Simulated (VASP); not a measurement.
Write the native input for VASP 6.6.1 that does the following.

```yaml
Task: single point
Functional: PBEsol
Potentials_or_basis: VASP PAW PBE potentials, release 64 (Al, Ni)
Cutoff: 520 eV
k_mesh: 16 × 16 × 16
Occupations: gaussian, width 0.15 eV
Spin: no spin polarisation
Dipole_correction: no
Further_INCAR_settings: ALGO = Normal; EDIFF = 1e-07; NBANDS = 14
```

The structure of AlNi lies in POSCAR:

```
AlNi
1.0
    2.9333689589      0.0000000000      0.0000000000
    0.0000000000      2.9333689589      0.0000000000
    0.0000000000      0.0000000000      2.9333689589
Al Ni
1 1
Direct
    0.0000000000      0.0000000000     -0.0331956196
    0.5000000000      0.5000000000      0.5152601295
```

This cell differs from its parent crystal: atoms displaced along a vibrational mode, the cell strained.

These files were run (other wordings do the same):

INCAR

```
PREC = Accurate
ENCUT = 520
EDIFF = 1E-7
ISMEAR = 0
SIGMA = 0.15
LREAL = F
LASPH = T
NELM = 60
ALGO = Normal
ISIF = 2
LWAVE = F
LCHARG = T
GGA = PS
LELF = T
LVHAR = T
NBANDS = 14
```

KPOINTS

```
Automatic mesh
0
Gamma
  16 16 16
```

Potentials or basis: VASP PAW PBE potentials, release 64 (Al, Ni).

Run with:

```console
$ cat potpaw_PBE.64/Al/POTCAR potpaw_PBE.64/Ni/POTCAR > POTCAR
$ mpirun -np 1 vasp_std > vasp.out
```

Results of the run:

The pressure is -9.6 GPa and the largest force is 0.654 eV/Å. The band gap on the k mesh is zero (an odd number of electrons rules out a gap without spin polarisation).

Caveat: the cell differs from its parent crystal (atoms displaced along a vibrational mode, the cell strained); the cell stands under tension; the PAW data sets were made with another functional, which shifts forces and pressure a little.

Run time: 39 s on 1 thread of Intel(R) Xeon(R) 6975P-C (Granite Rapids) (shared host), peak memory 0.26 GiB.
